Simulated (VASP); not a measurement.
# Zr (P-1) in VASP: relaxation of the atoms with PBE

Aim: the relaxation of the atoms of Zr with PBE.

Program: VASP 6.6.1. These are calculated values, not measurements. Logs are shortened: lines on timing, memory, paths and dates and some standing lists are left out, and cuts for length are marked.

**1. The cell of the first run**

The typed cell holds 2 atoms: a = 3.232 Å, b = 3.232 Å, c = 5.147 Å, α = 90.00°, β = 90.00°, γ = 120.00°.

**2. Relaxation of the atoms, PBE**

The input, INCAR:

```
ALGO = Normal
EDIFF = 1E-7
EDIFFG = -0.01
ENCUT = 450
GGA = PE
GGA_COMPAT = F
IBRION = 2
ISIF = 2
ISMEAR = -1
LASPH = T
LCHARG = F
LREAL = F
LWAVE = F
NELM = 120
NELMIN = 4
NSW = 60
PREC = Accurate
SIGMA = 0.05
```

The input, KPOINTS:

```
k-points
0
Gamma
  9 9 5
```

The input, POSCAR:

```
Zr
1.0
    3.2319982200      0.0000000000      0.0000000000
   -1.6159991100      2.7989925700      0.0000000000
    0.0000000000      0.0000000000      5.1470000000
Zr
2
Direct
    0.3346542400      0.6741300100      0.2538998500
    0.6653457600      0.3258699900      0.7461001500
```

Potentials or basis: VASP PAW PBE potentials, release 64 (Zr_sv).

Command:

```console
cat potpaw_PBE.64/Zr_sv/POTCAR > POTCAR
mpirun -np 1 vasp_std > vasp.out
```

OUTCAR:

```text
EDIFF = 1E-7
   EDIFFG = -0.01
   ENCUT = 450
   GGA = PE
   IBRION = 2
   ISIF = 2
   ISMEAR = -1
   LASPH = T
   LREAL = F
   NELM = 120
   NELMIN = 4
   NSW = 60
   PREC = Accurate

 ion  position               nearest neighbor table
   1  0.335  0.674  0.254-   2 3.12   2 3.15   2 3.17   2 3.19   2 3.22   2 3.23
   2  0.665  0.326  0.746-   1 3.12   1 3.15   1 3.17   1 3.19   1 3.22   1 3.23

  LATTYP: Found a hexagonal cell.
 ALAT       =     3.2319982200
 C/A-ratio  =     1.5925132533

  Lattice vectors:

 A1 = (   3.2319982200,   0.0000000000,   0.0000000000)
 A2 = (  -1.6159991100,   2.7989925700,   0.0000000000)
 A3 = (   0.0000000000,   0.0000000000,   5.1470000000)

Analysis of symmetry for initial positions (statically):
=====================================================================
 Subroutine PRICEL returns:
 Original cell was already a primitive cell.

 Routine SETGRP: Setting up the symmetry group for a
 hexagonal supercell.

 Subroutine GETGRP returns: Found  2 space group operations
 (whereof  2 operations were pure point group operations)
 out of a pool of 24 trial point group operations.

The static configuration has the point symmetry S_2 .

Analysis of symmetry for dynamics (positions and initial velocities):
=====================================================================
 Subroutine PRICEL returns:
 Original cell was already a primitive cell.

 Routine SETGRP: Setting up the symmetry group for a
 hexagonal supercell.

 Subroutine GETGRP returns: Found  2 space group operations
 (whereof  2 operations were pure point group operations)
 out of a pool of 24 trial point group operations.

The dynamic configuration has the point symmetry S_2 .

 Subroutine INISYM returns: Found  2 space group operations
 (whereof  2 operations are pure point group operations),
 and found     1 'primitive' translations

----------------------------------------------------------------------------------------

                                     Primitive cell

  volume of cell :      46.5615

  direct lattice vectors                    reciprocal lattice vectors
     3.231998220  0.000000000  0.000000000     0.309406111  0.178635701  0.000000000
    -1.615999110  2.798992570  0.000000000     0.000000000  0.357271402  0.000000000
     0.000000000  0.000000000  5.147000000     0.000000000  0.000000000  0.194287935

  length of vectors
     3.231998220  3.231998226  5.147000000     0.357271403  0.357271402  0.194287935

  position of ions in fractional coordinates (direct lattice)
     0.334654240  0.674130010  0.253899850
     0.665345760  0.325869990  0.746100150

  ion indices of the primitive-cell ions
   primitive index   ion index
                 1           1
                 2           2

----------------------------------------------------------------------------------------

 KPOINTS: k-points

Automatic generation of k-mesh.
 Grid dimensions read from file:
 generate k-points for:    9    9    5

 Generating k-lattice:

  Cartesian coordinates                     Fractional coordinates (reciprocal lattice)
     0.034378457  0.019848411  0.000000000     0.111111111 -0.000000000  0.000000000
     0.000000000  0.039696822  0.000000000     0.000000000  0.111111111  0.000000000
     0.000000000  0.000000000  0.038857587     0.000000000  0.000000000  0.200000000

  Length of vectors
     0.039696823  0.039696822  0.038857587

  Shift w.r.t. Gamma in fractional coordinates (k-lattice)
     0.000000000  0.000000000  0.000000000

 Subroutine IBZKPT returns following result:
 ===========================================

 Found    203 irreducible k-points:

 Following reciprocal coordinates:
            Coordinates               Weight
  0.000000  0.000000  0.000000      1.000000
  0.111111 -0.000000  0.000000      2.000000
  0.000000  0.111111  0.000000      2.000000
 -0.111111  0.111111  0.000000      2.000000
  0.222222 -0.000000  0.000000      2.000000
  0.000000  0.222222  0.000000      2.000000
[... 16 lines left out ...]
  0.333333  0.111111  0.000000      2.000000
 -0.111111  0.444444  0.000000      2.000000
 [... further k-points ...]
   k-points           NKPTS =    203   k-points in BZ     NKDIM =    203   number of bands    NBANDS=     16
   number of dos      NEDOS =    301   number of ions     NIONS =      2
   total plane-waves  NPLWV =  20736
   dimension x,y,z NGX =    24 NGY =   24 NGZ =   36
   dimension x,y,z NGXF=    48 NGYF=   48 NGZF=   72
   ions per type =               2
   NGX,Y,Z   is equivalent  to a cutoff of  12.35, 12.35, 11.63 a.u.
   NGXF,Y,Z  is equivalent  to a cutoff of  24.69, 24.69, 23.26 a.u.
 SYSTEM =  unknown system
   PREC   = accura    normal or accurate (medium, high low for compatibility)
   ISTART =      0    job   : 0-new  1-cont  2-samecut
   ICHARG =      2    charge: 1-file 2-atom 10-const
   ISPIN  =      1    spin polarized calculation?
   LNONCOLLINEAR =      F non collinear calculations
   LSORBIT =      F    spin-orbit coupling
   LASPH  =      T    aspherical Exc in radial PAW
   ENCUT  =  450.0 eV  33.07 Ry    5.75 a.u.   5.59  5.59  8.90*2*pi/ulx,y,z
   NELM   =    120;   NELMIN=  4; NELMDL= -5     # of ELM steps
   EDIFF  = 0.1E-06   stopping-criterion for ELM
   LREAL  =      F    real-space projection
   EDIFFG = -.1E-01   stopping-criterion for IOM
   NSW    =     60    number of steps for IOM
   IBRION =      2    ionic relax: 0-MD 1-quasi-New 2-CG
   NFREE  =      1    steps in history (QN), initial steepest desc. (CG)
   ISIF   =      2    stress and relaxation
   ISYM   =      2    0-nonsym 1-usesym 2-fastsym
   POTIM  = 0.5000    time-step for ionic-motion
   TEBEG  =    0.0;   TEEND  =   0.0 temperature during run
   PSTRESS=    0.0 pullay stress
   NELECT =      24.0000    total number of electrons
   NUPDOWN=      -1.0000    fix difference up-down
   EMIN   =  10.00;   EMAX   =-10.00  energy-range for DOS
   EFERMI =   0.00;   METHOD = LEGACY
   ISMEAR =    -1;   SIGMA  =   0.05  broadening in eV -4-tet -1-fermi 0-gaus
   EFERMI_NEDOS =   21; number of points for ismear=-14 and -15
   IALGO  =     38    algorithm
   IMIX   =      4    mixing-type and parameters
     AMIX     =   0.40;   BMIX     =  1.00
     AMIX_MAG =   1.60;   BMIX_MAG =  1.00
  volume/ion in A,a.u.               =      23.28       157.11
  Fermi-wavevector in a.u.,A,eV,Ry     =   1.312612  2.480476 23.442147  1.722949
  Thomas-Fermi vector in A             =   2.442992
   LORBIT       =      0    0 simple, 1 ext, 2 COOP (PROOUT), +10 PAW based schemes
   GGA     = PE    functional components
   LHFCALC =     F    Hartree Fock is set to
   AEXX    =    0.0000 exact exchange contribution
   IVDW    =     0    specifies the selected vdW correction
   LEPSILON=     F    determine dielectric tensor
   LRPA    =     F    only Hartree local field effects (RPA)
 conjugate gradient relaxation of ions
 non-spin polarized calculation
  energy-cutoff  :      450.00
  volume of cell :       46.56
 maximum number of plane-waves:      1033
   NGX = 11   NGY = 11   NGZ = 17

--------------------------------------- Ionic step        1  -------------------------------------------

 number of electron      24.0000000 magnetization

 Free energy of the ion-electron system (eV)
  ---------------------------------------------------
  ext. energy  EPLUGINS =         0.00000000
  ---------------------------------------------------
  free energy    TOTEN  =       -17.04980996 eV

  energy without entropy =      -17.03424292  energy(sigma->0) =      -17.04202644

------------------------ aborting loop because EDIFF is reached ----------------------------------------

  FORCE on cell =-STRESS in cart. coord.  units (eV):
  Direction    XX          YY          ZZ          XY          YZ          ZX
  --------------------------------------------------------------------------------------
  -------------------------------------------------------------------------------------
  Total       -0.0102521      0.1707840      0.3626838      0.0307054      0.0038606     -0.0013992
  in kB       -0.3527745      5.8766625     12.4799158      1.0565708      0.1328432     -0.0481461
  external PRESSURE =       6.0012679 kB  Pullay stress =       0.0000000 kB
[... 165 lines left out ...]
  energy  without entropy=      -17.0375788173  energy(sigma->0) =      -17.04568829

--------------------------------------- Ionic step        6  -------------------------------------------

 number of electron      24.0000000 magnetization

 Free energy of the ion-electron system (eV)
  ---------------------------------------------------
  ext. energy  EPLUGINS =         0.00000000
  ---------------------------------------------------
  free energy    TOTEN  =       -17.05391875 eV

  energy without entropy =      -17.03768310  energy(sigma->0) =      -17.04580092

 E-fermi :   9.0079     XC(G=0): -11.0823

 val. band max:        8.9865992980   @ k =  -0.3333  -0.3333   0.4000
 cond. band min:       9.0166229209   @ k =   0.0000   0.0000   0.4000
 fundamental gap:      0.0300236229
 Fermi energy:         9.0078821069

 k-point     1 :       0.0000    0.0000    0.0000
  band No.  band energies     occupation
      1     -39.8458      2.00000
      2     -39.6913      2.00000
      3     -18.3689      2.00000
      4     -17.5000      2.00000
      5     -17.4975      2.00000
      6     -17.3623      2.00000
[... 8 lines left out ...]
     15      10.5440      0.00000
     16      10.5557      0.00000
[... 420 lines left out ...]
  band No.  band energies     occupation
      1     -39.7250      2.00000
      2     -39.6584      2.00000
      3     -18.0930      2.00000
      4     -17.9976      2.00000
      5     -17.9457      2.00000
      6     -17.7164      2.00000
[... 8 lines left out ...]
     15      10.1780      0.00000
     16      12.6541      0.00000

 [... further k-points ...]

------------------------ aborting loop because EDIFF is reached ----------------------------------------

  FORCE on cell =-STRESS in cart. coord.  units (eV):
  Direction    XX          YY          ZZ          XY          YZ          ZX
  --------------------------------------------------------------------------------------
  -------------------------------------------------------------------------------------
  Total        0.0835252      0.0570247      0.3255737     -0.0057689      0.0000002      0.0000124
  in kB        2.8740943      1.9622135     11.2029606     -0.1985086      0.0000077      0.0004281
  external PRESSURE =       5.3464228 kB  Pullay stress =       0.0000000 kB
[... 17 lines left out ...]
  FREE ENERGIE OF THE ION-ELECTRON SYSTEM (eV)
  ---------------------------------------------------
  free  energy   TOTEN  =       -17.0539187461 eV

  energy  without entropy=      -17.0376831013  energy(sigma->0) =      -17.04580092

 reached required accuracy - stopping structural energy minimisation
```

Run time: 1.9 min. Hardware: 1 thread of Intel Xeon 6975P-C (Granite Rapids), shared host; peak memory 0.23 GiB.

Results:

| Quantity | Value |
| --- | --- |
| Free energy | -17.0539 eV |
| Energy gained by relaxing | 2.1 meV/atom |
| Ionic steps | 6 |
| Pressure after relaxing | 0.5 GPa |
| Largest force after relaxing | 0.007 eV/Å |
| Band gap on the k mesh | zero (bands 12 and 13 overlap by 1.13 eV) |

Forces on the atoms (eV/Å):
```
Zr  -0.002  0.006 -0.002
Zr   0.002 -0.006  0.002
```

The path:
```
step  energy change (eV)  largest force (eV/Å)  pressure (GPa)
   1              0.0000                0.1664            0.60
   2             -0.0022                0.1052            0.55
   3             -0.0036                0.0313            0.53
   4             -0.0037                0.0274            0.53
   5             -0.0040                0.0162            0.53
   6             -0.0041                0.0065            0.53
```

Final structure:
```xyz
2
Lattice="3.2320 0.0000 0.0000 -1.6160 2.7990 0.0000 0.0000 0.0000 5.1470" Properties=species:S:1:pos:R:3 pbc="T T T"
Zr    0.0013    1.8629    1.2870
Zr    1.6147    0.9361    3.8600
```
